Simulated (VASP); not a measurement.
Write the native input for VASP 6.6.1 that does the following.

```yaml
Task: single point
Functional: LDA
Potentials_or_basis: VASP PAW LDA potentials, release 64 (Ba_sv, Zr_sv, O)
Cutoff: 520 eV
k_mesh: 6 × 6 × 6
Occupations: gaussian, width 0.05 eV
Spin: no spin polarisation
Dipole_correction: no
Further_INCAR_settings: ALGO = Normal; EDIFF = 1e-06; NBANDS = 28
```

The structure of BaZrO3 lies in POSCAR:

```
BaZrO3
1.0
    3.9193442992      0.0000000000      0.0000000000
    0.0000000000      4.2615092777      0.0000000000
    0.0000000000      0.0000000000      4.1474542849
Ba Zr O
1 1 3
Direct
    0.5000000000      0.5000000000      0.5000000000
    0.0000000000      0.0000000000      0.0000000000
    0.5000000000      0.0000000000      0.0000000000
    0.0000000000      0.5000000000      0.0000000000
    0.0000000000      0.0000000000      0.5000000000
```

This cell differs from its parent crystal: normal strain along x -0.0550, normal strain along y +0.0275.

One way to write it, as run:

INCAR

```
PREC     = Accurate       # precision mode
ENCUT    = 520            # plane-wave cutoff, eV
EDIFF    = 1E-6           # SCF threshold, eV
ISMEAR   = 0              # smearing method
SIGMA    = 0.05           # smearing width, eV
LREAL    = False          # projectors in reciprocal space
LASPH    = True           # aspherical terms in the spheres
NELM     = 60             # most SCF steps
ALGO     = Normal         # electronic algorithm
ISIF     = 2              # what is computed and relaxed
LWAVE    = False          # write WAVECAR
LCHARG   = False          # write CHGCAR
GGA      = CA             # functional
NBANDS   = 28             # bands
```

KPOINTS

```
Automatic mesh
0
Gamma
  6 6 6
```

Potentials or basis: VASP PAW LDA potentials, release 64 (Ba_sv, Zr_sv, O).

Command:

```bash
$ cat potpaw_LDA.64/Ba_sv/POTCAR potpaw_LDA.64/Zr_sv/POTCAR potpaw_LDA.64/O/POTCAR > POTCAR
$ mpirun -np 1 vasp_std > vasp.out
```

Results of the run:

The pressure is 8.9 GPa. The band gap on the k mesh is 2.88 eV, indirect (least direct gap 2.89 eV).

Caveat: the cell differs from its parent crystal (normal strain along x -0.0550, normal strain along y +0.0275); spin-orbit coupling is left out, which moves the levels of the heavy elements.

Run time: 41 s on 1 thread of Intel(R) Xeon(R) 6975P-C (Granite Rapids), on a shared host, peak memory 0.24 GiB.
